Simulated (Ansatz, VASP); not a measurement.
Given: the input of a run of VASP 6.6.1 on HfC.

POSCAR

```
HfC
1.0
    2.4394258800      0.0000000000      0.0000000000
    0.0000000000      4.6949966100      0.0000000000
    0.0000000000      0.0000000000      2.5622747300
Hf C
1 1
Direct
    0.0000000000      0.0000000000      0.0000000000
    0.0000000000      0.5000000000      0.7500000000
```

The input INCAR.step1:

```
  ALGO = Normal
  EDIFF = 1E-5
  ENCUT = 520
  GGA = PE
  GGA_COMPAT = False
  ISIF = 2
  ISMEAR = -1
  LASPH = True
  LMAXMIX = 4
  LNONCOLLINEAR = True
  LORBIT = 11
  LORBMOM = True
  LREAL = False
  LSORBIT = True
  LWAVE = True
  MAGMOM = 0 0 0 0 0 0
  NBANDS = 26
  NELM = 200
  PREC = Accurate
  SIGMA = 0.05
```

INCAR.step2

```
  ALGO = Normal
  EDIFF = 1E-6
  ENCUT = 520
  GGA = PE
  GGA_COMPAT = False
  HFSCREEN = 0.2079
  ISIF = 2
  ISMEAR = -1
  ISTART = 1
  LASPH = True
  LCHARG = True
  LHFCALC = True
  LMAXMIX = 4
  LNONCOLLINEAR = True
  LORBIT = 11
  LORBMOM = True
  LREAL = False
  LSORBIT = True
  LVHAR = True
  LWAVE = False
  MAGMOM = 0 0 0 0 0 0
  NBANDS = 26
  NELM = 200
  PREC = Accurate
  PRECFOCK = Normal
  SIGMA = 0.05
```

Contents of KPOINTS:

```
k-points
0
Gamma
  5 3 4
```

Potentials or basis: VASP PAW PBE potentials, release 64 (Hf_pv, C).

Run with:

```console
$ cat potpaw_PBE.64/Hf_pv/POTCAR potpaw_PBE.64/C/POTCAR > POTCAR
$ cp INCAR.step1 INCAR
$ mpirun -np 1 vasp_ncl > vasp.out
$ cp INCAR.step2 INCAR
$ mpirun -np 1 vasp_ncl > vasp.out
```

Question: Set up the same calculation for Ansatz 0.2.0. Potentials there: Ansatz PAW.

Answer: As run (the cutoff follows the program's own potentials):

input

```
crystal:
  lattice:
    - [2.43942588, 0.0, 0.0]
    - [0.0, 4.69499661, 0.0]
    - [0.0, 0.0, 2.56227473]
  atoms:
    - { symbol: Hf, position: [0.0, 0.0, 0.0] }
    - { symbol: C, position: [0.0, 0.5, 0.75] }
hamiltonian:
  xc: hse06
  pseudopotentials: { kind: paw_fr }
magnetization:
  noncollinear: true
  spin_orbit: true
kpoints:
  mp_grid: { grid: [5, 3, 4] }
scf:
  occupations: { method: fermi_dirac, width: 0.05 }
output:
  forces: true
  stress: true
  eigenvalues: true
```

Both were run:

|  | VASP | Ansatz | Ansatz less VASP |
| --- | --- | --- | --- |
| pressure (GPa) | 4.2 | 6.5 | +2.33 |
| traceless stress, the component that is largest in VASP (GPa) | -59.58 | -61.39 | -1.804 |
| rms of the force components (eV/Å) | 0.023 | 0.038 | +0.0143 |

Atom by atom the forces differ by 0.014 eV/Å (rms over components). The functional is the same, so the differences come from potentials, cutoffs and numerics. VASP's potentials hold 14 valence electrons a cell and Ansatz's 30, so a difference there can come from the potentials and not from the codes.

The k mesh is coarse, so the values compare programs but aren't converged.
